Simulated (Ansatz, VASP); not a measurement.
# Two plane-wave programs on Rh

```
Rh
1.0
     2.73098    0.00000    0.00000
    -1.36549    2.36510    0.00000
     0.00000    0.00000    4.42849
Rh
2
Cartesian
  1.3655 0.7884 3.3214
  0.0000 1.5767 1.1071
```

Alike in both runs: task single point; functional LDA; k mesh 10 × 10 × 5; occupations fermi-dirac, width 0.1 eV; no spin polarisation.

|  | VASP | Ansatz |
| --- | --- | --- |
| version | VASP 6.6.1 | Ansatz 0.2.0 |
| potentials or method | VASP PAW LDA potentials, release 64 (Rh_pv), cutoff 520 eV | plane waves, PAW |
| valence electrons in the cell | 30 | 34 |

|  | VASP | Ansatz | Ansatz less VASP |
| --- | --- | --- | --- |
| pressure (GPa) | -18.2 | -18.9 | -0.72 |
| traceless stress, the component that is largest in VASP (GPa) | -0.29 | -0.30 | -0.005 |

LDA's correlation is that of Perdew and Zunger in VASP and of Perdew and Wang (1992) in Ansatz. VASP's potentials hold 30 valence electrons a cell and Ansatz's 34, so a difference there can come from the potentials and not from the codes.
